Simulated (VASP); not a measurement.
Runs of VASP 6.6.1 on FeSi. The structure is that of space group P2_13 (No. 198), or close to it. The cells are those of the table. 

```csv
cell,gap on the mesh (eV),pressure (GPa),largest force (eV/Å)
"a = 4.447 Å, 8 atoms",0.15,(b),0.04
"a = 4.359 Å, 8 atoms",0.14,8.6,0.05
"a = 4.403 Å, 8 atoms",0.14,(a),0.05
"a = 4.313 Å, 8 atoms",0.14,18.0,0.05
"a = 4.267 Å, 8 atoms",0.14,29.1,0.05
"a = 4.220 Å, 8 atoms",0.14,42.3,0.05
"a = 4.490 Å, 8 atoms",0.15,-11.6,0.04
```

Alike in all rows: task single point; level PBEsol; potentials or basis VASP PAW PBE potentials, release 64 (Fe, Si); no spin polarisation; k mesh 8 × 8 × 8; cutoff (eV) 520; smearing gaussian 0.01 eV.

Fill in the values left out.

(a) 0.7; (b) -6.0.

Caveats: the PAW data sets were made with another functional, which shifts forces and pressure a little.

A k mesh can miss the band edges.
